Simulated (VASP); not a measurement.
A run of VASP 6.6.1 is set up as follows.

File INCAR:

```
SYSTEM = Ta4F
PREC = Accurate ; ENCUT = 520
EDIFF = 1E-7 ; ISMEAR = 0
SIGMA = 0.1 ; LREAL = .False.
LASPH = .True. ; NELM = 60
ALGO = Fast ; ISIF = 2
LWAVE = .False. ; LCHARG = .False.
LDIPOL = .True. ; IDIPOL = 3
DIPOL = 0.5 0.5 0.357 ; GGA = CA
IBRION = 2 ; NSW = 36
EDIFFG = -0.025
```

File KPOINTS:

```
Automatic mesh
0
Gamma
  8 8 1
  0 0 0
```

Contents of POSCAR:

```
Ta4F
1.0
    3.2528679937      0.0000000000      0.0000000000
    0.0000000000      3.2528679937      0.0000000000
    0.0000000000      0.0000000000     20.2137485622
Ta F
4 1
Selective dynamics
Direct
    0.5000000000      0.5000000000      0.1978851170  F F F
    0.0000000000      0.0000000000      0.2783468875  F F F
    0.5000000000      0.5000000000      0.3580282239  F F F
    0.0000000000      0.0000000000      0.4310802885  F F F
    0.1250000000      0.1250000000      0.5185828954  F F T
```

Potentials or basis: VASP PAW LDA potentials, release 64 (Ta_pv, F).

Command:

```sh
$ cat potpaw_LDA.64/Ta_pv/POTCAR potpaw_LDA.64/F/POTCAR > POTCAR
$ mpirun -np 1 vasp_std > vasp.out
```

Problem. What does it give for the energy gained by relaxing?

Solution. 0.4 meV/atom.

Problem. Predict the band gap on the k mesh.

Solution. Zero (an odd number of electrons rules out a gap without spin polarisation).

Step by step:
```
step  energy change (eV)  largest force on free atoms (eV/Å)  pressure (GPa)
   1              0.0000                              0.3436           -0.86
   2             -0.0018                              0.1219           -1.11
   3             -0.0021                              0.0001           -1.04
```

Caveat: spin-orbit coupling is left out, which moves the levels of the heavy elements; an odd number of electrons without spin polarisation forces a metal; a magnetic or distorted state may lie lower.
